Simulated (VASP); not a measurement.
**CsH: single point with r2SCAN**

Crystal: CsH.

```
Cs H
1.0
     2.99672    2.99672    0.00000
    -2.99672    2.99672    0.00000
     0.00000    0.00000    6.60554
Cs H
2 2
Direct
  0.00000 0.00000 0.00000
  0.50000 0.50000 0.50000
  0.50000 0.50000 0.00000
  0.00000 0.00000 0.50000
```

This cell differs from its parent crystal: biaxial strain in the a-b plane: -6.0 %.

- Program: VASP 6.6.1
- Task: single point
- Functional: r2SCAN
- Potentials or basis: VASP PAW PBE potentials, release 64 (Cs_sv, H)
- Cutoff: 520 eV
- k mesh: 6 × 6 × 4
- Occupations: gaussian, width 0.02 eV
- Spin: no spin polarisation

* Pressure: 1.4 GPa
* Band gap on the k mesh: 2.49 eV

Stress tensor (GPa, compression positive):
```
 2.31  0.00  0.00
 0.00  2.31  0.00
 0.00  0.00 -0.52
```

Levels at points of the mesh, in eV from the valence-band top:
```csv
k point,band 8,band 9,band 10,band 11,band 12,band 13
"(0.00, 0.00, 0.00)",-8.10,-1.88,-1.45,3.48,5.32,5.80
"(0.50, 0.00, 0.00)",-8.16,-0.31,-0.31,3.72,3.72,4.13
"(0.50, 0.50, 0.00)",-8.53,-1.50,-1.50,3.19,3.19,6.73
"(0.00, 0.00, 0.50)",-8.23,-1.31,-1.31,4.17,4.17,4.46
"(0.50, 0.00, 0.50)",-8.16,0.00,0.00,2.49,2.49,4.84
"(0.50, 0.50, 0.50)",-8.56,-1.18,-1.18,4.53,4.53,4.53
```

It took 2.5 min on 1 thread of Intel(R) Xeon(R) 6975P-C (Granite Rapids) (shared host), peak memory 0.25 GiB.

Caveat: the cell differs from its parent crystal (biaxial strain in the a-b plane: -6.0 %); the PAW data sets were made with another functional, which shifts forces and pressure a little; spin-orbit coupling is left out, which moves the levels of the heavy elements. A k mesh can miss the band edges.
